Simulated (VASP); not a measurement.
# TiSi2 (Fddd) in VASP: further runs

TiSi2 is run at these levels: PBE; tasks: single point, relaxation of cell and atoms.

All numbers are computed with VASP 6.6.1; they aren't measurements. Logs are shortened: lines on timing, memory, paths and dates and some standing lists are left out, and cuts for length are marked.

### 1 The cell of the first run

Symmetry: Fddd, No. 70, orthorhombic system. The conventional cell has a = 4.808 Å, b = 8.272 Å, c = 8.556 Å, α = 90.00°, β = 90.00°, γ = 90.00°. Within 3.4 Å of Ti (site symmetry 222) lie 10 Si at 2.56 to 2.79 Å and 4 Ti at 3.21 Å. Si (site symmetry 2) has 9 Si at 2.53 to 3.21 Å and 5 Ti at 2.56 to 2.79 Å within 3.3 Å.

### 2 Single point, PBE

The input, INCAR:

```
ALGO = Normal
EDIFF = 1E-7
ENCUT = 520
GGA = PE
ISIF = 2
ISMEAR = 1
LASPH = True
LCHARG = False
LREAL = False
LWAVE = False
NBANDS = 29
NELM = 80
PREC = Accurate
SIGMA = 0.1
```

The input, KPOINTS:

```
k-points
0
Gamma
  10 10 10
```

The input, POSCAR:

```
TiSi2
1.0
    0.0000000000      4.1360883333      4.2779886269
    2.4040626025      0.0000000000      4.2779886269
    2.4040626025      4.1360883333      0.0000000000
Ti Si
2 4
Direct
    0.5000000000      0.5000000000      0.5000000000
    0.7500000000      0.7500000000      0.7500000000
    0.8367486866      0.1632513134      0.8367486866
    0.1632513134      0.8367486866      0.1632513134
    0.0867486866      0.4132513134      0.0867486866
    0.4132513134      0.0867486866      0.4132513134
```

Potentials or basis: VASP PAW PBE potentials, release 64 (Ti_sv, Si).

On the command line:

```console
cat potpaw_PBE.64/Ti_sv/POTCAR potpaw_PBE.64/Si/POTCAR > POTCAR
mpirun -np 1 vasp_std > vasp.out
```

OUTCAR:

```text
EDIFF = 1E-7
   ENCUT = 520
   GGA = PE
   ISIF = 2
   ISMEAR = 1
   LASPH = True
   LREAL = False
   NELM = 80
   PREC = Accurate

 ion  position               nearest neighbor table
   1  0.500  0.500  0.500-   5 2.56   6 2.56   5 2.56   6 2.56   4 2.76   4 2.76   3 2.76   3 2.76
                             4 2.79   3 2.79
   2  0.750  0.750  0.750-   3 2.56   4 2.56   3 2.56   4 2.56   6 2.76   5 2.76   6 2.76   5 2.76
                             5 2.79   6 2.79
   3  0.837  0.163  0.837-   6 2.53   6 2.53   2 2.56   2 2.56   4 2.70   1 2.76   1 2.76   1 2.79
                             4 2.80   4 2.80
   4  0.163  0.837  0.163-   5 2.53   5 2.53   2 2.56   2 2.56   3 2.70   1 2.76   1 2.76   1 2.79
                             3 2.80   3 2.80
   5  0.087  0.413  0.087-   4 2.53   4 2.53   1 2.56   1 2.56   6 2.70   2 2.76   2 2.76   2 2.79
                             6 2.80   6 2.80
   6  0.413  0.087  0.413-   3 2.53   3 2.53   1 2.56   1 2.56   5 2.70   2 2.76   2 2.76   2 2.79
                             5 2.80   5 2.80

  LATTYP: Found a face centered orthorhombic cell.
 ALAT       =     4.8081252050
 B/A-ratio  =     1.7204578321
 C/A-ratio  =     1.7794830394

  Lattice vectors:

 A1 = (   0.0000000000,   4.1360883333,   4.2779886269)
 A2 = (   2.4040626025,   0.0000000000,   4.2779886269)
 A3 = (   2.4040626025,   4.1360883333,   0.0000000000)

Analysis of symmetry for initial positions (statically):
=====================================================================
 Subroutine PRICEL returns:
 Original cell was already a primitive cell.

 Routine SETGRP: Setting up the symmetry group for a
 face centered orthorhombic supercell.

 Subroutine GETGRP returns: Found  8 space group operations
 (whereof  4 operations were pure point group operations)
 out of a pool of  8 trial point group operations.

The static configuration has the point symmetry D_2 .
 The point group associated with its full space group is D_2h.

Analysis of symmetry for dynamics (positions and initial velocities):
=====================================================================
 Subroutine PRICEL returns:
 Original cell was already a primitive cell.

 Routine SETGRP: Setting up the symmetry group for a
 face centered orthorhombic supercell.

 Subroutine GETGRP returns: Found  8 space group operations
 (whereof  4 operations were pure point group operations)
 out of a pool of  8 trial point group operations.

The dynamic configuration has the point symmetry D_2 .
 The point group associated with its full space group is D_2h.

 Subroutine INISYM returns: Found  8 space group operations
 (whereof  4 operations are pure point group operations),
 and found     1 'primitive' translations

----------------------------------------------------------------------------------------

                                     Primitive cell

  volume of cell :      85.0756

  direct lattice vectors                    reciprocal lattice vectors
     0.000000000  4.136088333  4.277988627    -0.207981273  0.120887167  0.116877356
     2.404062602  0.000000000  4.277988627     0.207981273 -0.120887167  0.116877356
     2.404062602  4.136088333  0.000000000     0.207981273  0.120887167 -0.116877356

  length of vectors
     5.950496903  4.907209359  4.784009166     0.267451366  0.267451366  0.267451366

  position of ions in fractional coordinates (direct lattice)
     0.500000000  0.500000000  0.500000000
     0.750000000  0.750000000  0.750000000
     0.836748687  0.163251313  0.836748687
     0.163251313  0.836748687  0.163251313
     0.086748687  0.413251313  0.086748687
     0.413251313  0.086748687  0.413251313

  ion indices of the primitive-cell ions
   primitive index   ion index
                 1           1
                 2           2
                 3           3
                 4           4
                 5           5
                 6           6

----------------------------------------------------------------------------------------

 KPOINTS: k-points

Automatic generation of k-mesh.
 Grid dimensions read from file:
 generate k-points for:   10   10   10

 Generating k-lattice:

  Cartesian coordinates                     Fractional coordinates (reciprocal lattice)
    -0.020798127  0.012088717  0.011687736     0.100000000  0.000000000  0.000000000
     0.020798127 -0.012088717  0.011687736     0.000000000  0.100000000  0.000000000
     0.020798127  0.012088717 -0.011687736     0.000000000  0.000000000  0.100000000

  Length of vectors
     0.026745137  0.026745137  0.026745137

  Shift w.r.t. Gamma in fractional coordinates (k-lattice)
     0.000000000  0.000000000  0.000000000

 Subroutine IBZKPT returns following result:
 ===========================================

 Found    171 irreducible k-points:

 Following reciprocal coordinates:
            Coordinates               Weight
  0.000000  0.000000  0.000000      1.000000
  0.100000  0.000000  0.000000      8.000000
  0.200000  0.000000  0.000000      8.000000
  0.300000  0.000000  0.000000      8.000000
  0.400000  0.000000  0.000000      8.000000
  0.500000  0.000000  0.000000      4.000000
[... 16 lines left out ...]
  0.300000  0.300000  0.000000      2.000000
  0.400000  0.300000  0.000000      8.000000
 [... further k-points ...]
   k-points           NKPTS =    171   k-points in BZ     NKDIM =    171   number of bands    NBANDS=     29
   number of dos      NEDOS =    301   number of ions     NIONS =      6
   total plane-waves  NPLWV =  62208
   dimension x,y,z NGX =    48 NGY =   36 NGZ =   36
   dimension x,y,z NGXF=    96 NGYF=   72 NGZF=   72
   ions per type =               2   4
   NGX,Y,Z   is equivalent  to a cutoff of  13.41, 12.20, 12.51 a.u.
   NGXF,Y,Z  is equivalent  to a cutoff of  26.82, 24.39, 25.02 a.u.
 SYSTEM =  unknown system
   PREC   = accura    normal or accurate (medium, high low for compatibility)
   ISTART =      0    job   : 0-new  1-cont  2-samecut
   ICHARG =      2    charge: 1-file 2-atom 10-const
   ISPIN  =      1    spin polarized calculation?
   LNONCOLLINEAR =      F non collinear calculations
   LSORBIT =      F    spin-orbit coupling
   LASPH  =      T    aspherical Exc in radial PAW
   ENCUT  =  520.0 eV  38.22 Ry    6.18 a.u.  11.06  9.12  8.90*2*pi/ulx,y,z
   NELM   =     80;   NELMIN=  2; NELMDL= -5     # of ELM steps
   EDIFF  = 0.1E-06   stopping-criterion for ELM
   LREAL  =      F    real-space projection
   EDIFFG = 0.1E-05   stopping-criterion for IOM
   NSW    =      0    number of steps for IOM
   IBRION =     -1    ionic relax: 0-MD 1-quasi-New 2-CG
   NFREE  =      0    steps in history (QN), initial steepest desc. (CG)
   ISIF   =      2    stress and relaxation
   ISYM   =      2    0-nonsym 1-usesym 2-fastsym
   POTIM  = 0.5000    time-step for ionic-motion
   TEBEG  =    0.0;   TEEND  =   0.0 temperature during run
   PSTRESS=    0.0 pullay stress
   NELECT =      40.0000    total number of electrons
   NUPDOWN=      -1.0000    fix difference up-down
   EMIN   =  10.00;   EMAX   =-10.00  energy-range for DOS
   EFERMI =   0.00;   METHOD = LEGACY
   ISMEAR =     1;   SIGMA  =   0.10  broadening in eV -4-tet -1-fermi 0-gaus
   EFERMI_NEDOS =   21; number of points for ismear=-14 and -15
   IALGO  =     38    algorithm
   IMIX   =      4    mixing-type and parameters
     AMIX     =   0.40;   BMIX     =  1.00
     AMIX_MAG =   1.60;   BMIX_MAG =  1.00
  volume/ion in A,a.u.               =      14.18        95.69
  Fermi-wavevector in a.u.,A,eV,Ry     =   1.272994  2.405610 22.048435  1.620514
  Thomas-Fermi vector in A             =   2.405842
   LORBIT       =      0    0 simple, 1 ext, 2 COOP (PROOUT), +10 PAW based schemes
   GGA     = PE    functional components
   LHFCALC =     F    Hartree Fock is set to
   AEXX    =    0.0000 exact exchange contribution
   IVDW    =     0    specifies the selected vdW correction
   LEPSILON=     F    determine dielectric tensor
   LRPA    =     F    only Hartree local field effects (RPA)
 non-spin polarized calculation
 Methfessel and Paxton  Order N= 1 SIGMA  =   0.10
  energy-cutoff  :      520.00
  volume of cell :       85.08
 maximum number of plane-waves:      2310
 NGX is ok and might be reduce to    48
   NGX = 23   NGY = 19   NGZ = 17

 number of electron      40.0000000 magnetization

 Free energy of the ion-electron system (eV)
  ---------------------------------------------------
  ext. energy  EPLUGINS =         0.00000000
  ---------------------------------------------------
  free energy    TOTEN  =       -40.70415556 eV

  energy without entropy =      -40.70428488  energy(sigma->0) =      -40.70419867

 E-fermi :  10.0118     XC(G=0): -11.6740

 val. band max:       10.0115966452   @ k =  -0.2000   0.3000   0.2000
 cond. band min:      10.0139420846   @ k =  -0.4000   0.3000   0.3000
 fundamental gap:      0.0023454394
 Fermi energy:        10.0118490384

 k-point     1 :       0.0000    0.0000    0.0000
  band No.  band energies     occupation
      1     -46.2921      2.00000
      2     -46.2652      2.00000
      3     -22.6618      2.00000
      4     -22.6573      2.00000
      5     -22.5790      2.00000
      6     -22.5646      2.00000
[... 21 lines left out ...]
     28      13.6952      0.00000
     29      13.7706      0.00000

 k-point     2 :       0.1000    0.0000    0.0000
  band No.  band energies     occupation
      1     -46.2915      2.00000
      2     -46.2657      2.00000
      3     -22.6618      2.00000
      4     -22.6565      2.00000
      5     -22.5816      2.00000
      6     -22.5647      2.00000
[... 21 lines left out ...]
     28      13.6648      0.00000
     29      13.8153      0.00000

 k-point     3 :       0.2000    0.0000    0.0000
  band No.  band energies     occupation
      1     -46.2901      2.00000
      2     -46.2671      2.00000
      3     -22.6636      2.00000
      4     -22.6525      2.00000
      5     -22.5888      2.00000
      6     -22.5643      2.00000
[... 21 lines left out ...]
     28      13.9572      0.00000
     29      14.0706      0.00000

 k-point     4 :       0.3000    0.0000    0.0000
  band No.  band energies     occupation
      1     -46.2881      2.00000
      2     -46.2690      2.00000
      3     -22.6666      2.00000
      4     -22.6460      2.00000
      5     -22.5995      2.00000
      6     -22.5626      2.00000
[... 21 lines left out ...]
     28      14.0419      0.00000
     29      14.4112      0.00000

 k-point     5 :       0.4000    0.0000    0.0000
  band No.  band energies     occupation
      1     -46.2860      2.00000
      2     -46.2710      2.00000
      3     -22.6690      2.00000
      4     -22.6386      2.00000
      5     -22.6108      2.00000
      6     -22.5592      2.00000
[... 21 lines left out ...]
     28      14.1404      0.00000
     29      14.6114      0.00000
[... 510 lines left out ...]
     28      14.0096      0.00000
     29      14.3405      0.00000

 k-point    22 :      -0.2000    0.2000   -0.0000
  band No.  band energies     occupation
      1     -46.2872      2.00000
      2     -46.2698      2.00000
      3     -22.6643      2.00000
      4     -22.6540      2.00000
      5     -22.5926      2.00000
      6     -22.5688      2.00000
[... 21 lines left out ...]
     28      14.0133      0.00000
     29      14.2812      0.00000

 k-point    23 :       0.3000    0.3000    0.0000
  band No.  band energies     occupation
      1     -46.2865      2.00000
      2     -46.2707      2.00000
      3     -22.6484      2.00000
      4     -22.6399      2.00000
      5     -22.6076      2.00000
      6     -22.5696      2.00000
[... 21 lines left out ...]
     28      13.9793      0.00000
     29      14.0780      0.00000

 k-point    24 :       0.4000    0.3000    0.0000
  band No.  band energies     occupation
      1     -46.2845      2.00000
      2     -46.2726      2.00000
      3     -22.6493      2.00000
      4     -22.6289      2.00000
      5     -22.6163      2.00000
      6     -22.5766      2.00000
[... 21 lines left out ...]
     28      13.9873      0.00000
     29      14.1152      0.00000

 [... further k-points ...]

------------------------ aborting loop because EDIFF is reached ----------------------------------------

  FORCE on cell =-STRESS in cart. coord.  units (eV):
  Direction    XX          YY          ZZ          XY          YZ          ZX
  --------------------------------------------------------------------------------------
  -------------------------------------------------------------------------------------
  Total       -0.0188552     -0.0393083      0.0176690      0.0000000      0.0000000      0.0000000
  in kB       -0.3550891     -0.7402689      0.3327494      0.0000000      0.0000000      0.0000000
  external PRESSURE =      -0.2542029 kB  Pullay stress =       0.0000000 kB

 VOLUME and BASIS-vectors are now :
 -----------------------------------------------------------------------------
  energy-cutoff  :      520.00
  volume of cell :       85.08
      direct lattice vectors                 reciprocal lattice vectors
     0.000000000  4.136088333  4.277988627    -0.207981273  0.120887167  0.116877356
     2.404062602  0.000000000  4.277988627     0.207981273 -0.120887167  0.116877356
     2.404062602  4.136088333  0.000000000     0.207981273  0.120887167 -0.116877356

 POSITION                                       TOTAL-FORCE (eV/Angst)
 -----------------------------------------------------------------------------------
      2.40406      4.13609      4.27799         0.000000     -0.000000     -0.000000
      3.60609      6.20413      6.41698         0.000000     -0.000000     -0.000000
      2.40406      6.92173      4.27799         0.000000      0.001324      0.000000
      2.40406      1.35044      4.27799         0.000000     -0.001324      0.000000
      1.20203      0.71760      2.13899         0.000000      0.001324     -0.000000
      1.20203      3.41849      2.13899         0.000000     -0.001324     -0.000000
 -----------------------------------------------------------------------------------
    total drift:                               -0.000000     -0.000000     -0.000000

  FREE ENERGIE OF THE ION-ELECTRON SYSTEM (eV)
  ---------------------------------------------------
  free  energy   TOTEN  =       -40.7041555647 eV

  energy  without entropy=      -40.7042848836  energy(sigma->0) =      -40.70419867
```

It took 22 min on 1 thread of Intel Xeon 8259CL, shared host; peak memory 0.48 GiB.

Results:

| Quantity | Value |
| --- | --- |
| Free energy | -40.7042 eV |
| Pressure | 0.0 GPa |
| Band gap on the k mesh | zero (bands 20 and 21 overlap by 1.82 eV) |

Levels at points of the mesh, in eV from the Fermi level:
| k point | band 16 | band 17 | band 18 | band 19 | band 20 | band 21 | band 22 | band 23 | band 24 | band 25 |
| --- | --- | --- | --- | --- | --- | --- | --- | --- | --- | --- |
| (0.00, 0.00, 0.00) | -2.49 | -2.23 | -2.05 | -1.77 | -1.36 | -0.90 | 2.04 | 3.07 | 3.25 | 3.38 |
| (0.50, 0.00, 0.00) | -2.46 | -1.90 | -1.04 | -0.01 | 0.15 | 0.98 | 1.36 | 1.68 | 2.21 | 2.59 |
| (0.50, 0.50, 0.00) | -2.91 | -1.56 | -1.56 | -0.95 | -0.95 | 0.77 | 0.77 | 3.18 | 3.18 | 3.38 |
| (0.50, 0.00, 0.50) | -2.35 | -2.33 | -2.33 | -0.85 | -0.85 | 1.26 | 1.26 | 3.22 | 3.22 | 3.33 |
| (0.00, 0.50, 0.50) | -1.22 | -1.14 | -1.14 | -0.64 | -0.64 | 0.86 | 0.86 | 2.25 | 2.25 | 3.03 |

### 3 Relaxation of cell and atoms, PBE

This run uses another cell than the first one, of 13.98 Å³/atom.

The input, INCAR:

```
SYSTEM = TiSi2
PREC = Accurate
ENCUT = 600
EDIFF = 1E-6
ISMEAR = 1
SIGMA = 0.1
LREAL = .False.
LASPH = .True.
NELM = 60
ALGO = Normal
ISIF = 3
LWAVE = .False.
LCHARG = .False.
GGA = PE
IBRION = 2
NSW = 80
EDIFFG = -0.005
```

The input, KPOINTS:

```
Automatic mesh
0
Gamma
  10 10 10
  0 0 0
```

The input, POSCAR:

```
TiSi2
1.0
    0.0000000000      4.1175163000      4.2628978000
    2.3895120000      0.0000000000      4.2628978000
    2.3895120000      4.1175163000      0.0000000000
Ti Si
2 4
Direct
    0.5000000000      0.5000000000      0.5000000000
    0.7500000000      0.7500000000      0.7500000000
    0.8374343900      0.1625656100      0.8374343900
    0.1625656100      0.8374343900      0.1625656100
    0.0874343900      0.4125656100      0.0874343900
    0.4125656100      0.0874343900      0.4125656100
```

Potentials or basis: VASP PAW PBE potentials, release 64 (Ti_sv, Si).

On the command line:

```console
cat potpaw_PBE.64/Ti_sv/POTCAR potpaw_PBE.64/Si/POTCAR > POTCAR
mpirun -np 1 vasp_std > vasp.out
```

Wall time 56 min (1 thread of Oxide Virtual Turin-like, shared host); peak memory 0.5 GiB.

The run converged. Its results:

- Free energy: -40.7044 eV
- Relaxed volume: 14.18 Å³/atom
- Relaxed cell: a = 5.951 Å, b = 4.908 Å, c = 4.783 Å, α = 75.75°, β = 53.07°, γ = 51.18°
- Space group after relaxing (to 0.1 Å): Fddd (No. 70)
- Energy gained by relaxing: 1.3 meV/atom
- Ionic steps: 8
- Pressure after relaxing: 0.0 GPa
- Band gap on the k mesh: zero (bands 20 and 21 overlap by 1.82 eV)

The path:
| step | energy change (eV) | largest force (eV/Å) | pressure (GPa) | volume (Å³) |
| --- | --- | --- | --- | --- |
| 1 | 0.0000 | 0.0386 | 2.06 | 83.88 |
| 2 | -0.0015 | 0.0134 | -1.74 | 86.09 |
| 3 | -0.0075 | 0.0249 | 0.00 | 85.03 |
| 4 | -0.0077 | 0.0202 | 0.00 | 85.07 |
| 5 | -0.0077 | 0.0201 | -0.02 | 85.07 |
| 6 | -0.0078 | 0.0139 | 0.01 | 85.06 |
| 7 | -0.0078 | 0.0022 | 0.02 | 85.04 |
| 8 | -0.0079 | 0.0002 | 0.00 | 85.06 |

Final structure:
```yaml
crystal:
  lattice:
    - [0.00000, 4.13536, 4.27871]
    - [2.40361, 0.00000, 4.27871]
    - [2.40361, 4.13536, 0.00000]
  atoms:
    - { symbol: Ti, position: [0.50000, 0.50000, 0.50000] }
    - { symbol: Ti, position: [0.75000, 0.75000, 0.75000] }
    - { symbol: Si, position: [0.83678, 0.16322, 0.83678] }
    - { symbol: Si, position: [0.16322, 0.83678, 0.16322] }
    - { symbol: Si, position: [0.08678, 0.41322, 0.08678] }
    - { symbol: Si, position: [0.41322, 0.08678, 0.41322] }
```

Levels at points of the mesh, in eV from the Fermi level:
| k point | band 18 | band 19 | band 20 | band 21 | band 22 | band 23 |
| --- | --- | --- | --- | --- | --- | --- |
| (0.00, 0.00, 0.00) | -2.05 | -1.77 | -1.36 | -0.90 | 2.04 | 3.07 |
| (0.50, 0.00, 0.00) | -1.04 | -0.01 | 0.15 | 0.98 | 1.36 | 1.67 |
| (0.50, 0.50, 0.00) | -1.56 | -0.95 | -0.95 | 0.77 | 0.77 | 3.18 |
| (0.50, 0.00, 0.50) | -2.33 | -0.85 | -0.85 | 1.26 | 1.26 | 3.22 |
| (0.00, 0.50, 0.50) | -1.14 | -0.64 | -0.64 | 0.86 | 0.86 | 2.25 |
